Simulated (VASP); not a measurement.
LaAgGe2:

```
Ag La Ge
1.0
     3.99789    0.00000    0.00000
     0.00000    3.99789    0.00000
     0.00000    0.00000    9.89338
Ag La Ge
2 2 4
Direct
  0.75000 0.25000 0.00000
  0.25000 0.75000 0.00000
  0.25000 0.25000 0.76510
  0.75000 0.75000 0.23490
  0.25000 0.25000 0.32200
  0.75000 0.75000 0.67800
  0.75000 0.25000 0.50000
  0.25000 0.75000 0.50000
```

Base run:

| Item | Value |
| --- | --- |
| Program | VASP 6.6.1 |
| Functional | PBE |
| Dispersion | D3(BJ) |
| Potentials or basis | VASP PAW PBE potentials, release 64 (Ag, La, Ge_d) |
| Cutoff | 520 eV |
| k mesh | 5 × 5 × 2 |
| Occupations | methfessel-paxton, width 0.1432 eV |
| Spin | no spin polarisation |

Its results: band gap on the k mesh zero (bands 50 and 51 overlap by 0.64 eV); pressure 11.1 GPa; largest force 0.739 eV/Å.

Q: The run is repeated on the same cell with these changes: dispersion from D3(BJ) to none. What comes out?

A: Band gap on the k mesh zero (bands 50 and 51 overlap by 0.64 eV); pressure 15.1 GPa; largest force 0.747 eV/Å.

Dispersion adds attraction, which lowers the pressure at fixed volume and, as a term added to the energy, leaves the levels alone.

Caveats: the cell stands under pressure; spin-orbit coupling is left out, which moves the levels of the heavy elements.
